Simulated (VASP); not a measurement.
Here is a VASP 6.6.1 calculation.

INCAR

```
SYSTEM = Be2H3O
  PREC = Accurate
  ENCUT = 600
  EDIFF = 1E-7
  ISMEAR = 0
  SIGMA = 0.02
  LREAL = .FALSE.
  LASPH = .TRUE.
  NELM = 80
  ALGO = Normal
  ISIF = 4
  LWAVE = .FALSE.
  LCHARG = .FALSE.
  GGA = PE
  IBRION = 2
  NSW = 50
  EDIFFG = -0.01
```

File KPOINTS:

```
regular mesh
0
G
  12 12 2
  0 0 0
```

POSCAR

```
Be2H3O
1.0
    2.5710000198      0.0000000000      0.0000000000
   -1.2855000099      2.2265513302      0.0000000000
    0.0000000000      0.0000000000     19.4601839699
Be H O
4 6 2
Direct
    0.6666666667      0.3333333333      0.8292430866
    0.0000000000      0.0000000000      0.6189630130
    0.3333333333      0.6666666667      0.1707569134
    0.0000000000      0.0000000000      0.3810369870
    0.0000000000      0.0000000000      0.0189212542
    0.0000000000      0.0000000000      0.9810787458
    0.6666666667      0.3333333333      0.6598745738
    0.3333333333      0.6666666667      0.5780238838
    0.3333333333      0.6666666667      0.3401254262
    0.6666666667      0.3333333333      0.4219761162
    0.3333333333      0.6666666667      0.8292349913
    0.6666666667      0.3333333333      0.1707650087
```

Potentials or basis: VASP PAW PBE potentials, release 64 (Be, H, O).

Run with:

```bash
$ cat potpaw_PBE.64/Be/POTCAR potpaw_PBE.64/H/POTCAR potpaw_PBE.64/O/POTCAR > POTCAR
$ mpirun -np 1 vasp_std > vasp.out
```

Question: Predict the band gap on the k mesh.

Answer: 4.12 eV (least direct gap 4.33 eV).

Step by step:
```
step  energy change (eV)  largest force (eV/Å)  pressure (GPa)  volume (Å³)
   1              0.0000                0.2628            2.79       111.40
   2             -0.0102                0.4738            1.91       111.40
   3             -0.0102                0.5028            1.87       111.40
   4             -0.0167                0.4061            1.55       111.40
   5             -0.0275                0.1061            0.64       111.40
   6             -0.0282                0.0545            0.33       111.40
   7             -0.0282                0.0541            0.31       111.40
   8             -0.0284                0.0484            0.29       111.40
   9             -0.0289                0.0318            0.23       111.40
  10             -0.0292                0.0617            0.11       111.40
  11             -0.0289                0.1384            0.16       111.40
  12             -0.0292                0.0042            0.13       111.40
```

A k mesh can miss the band edges.
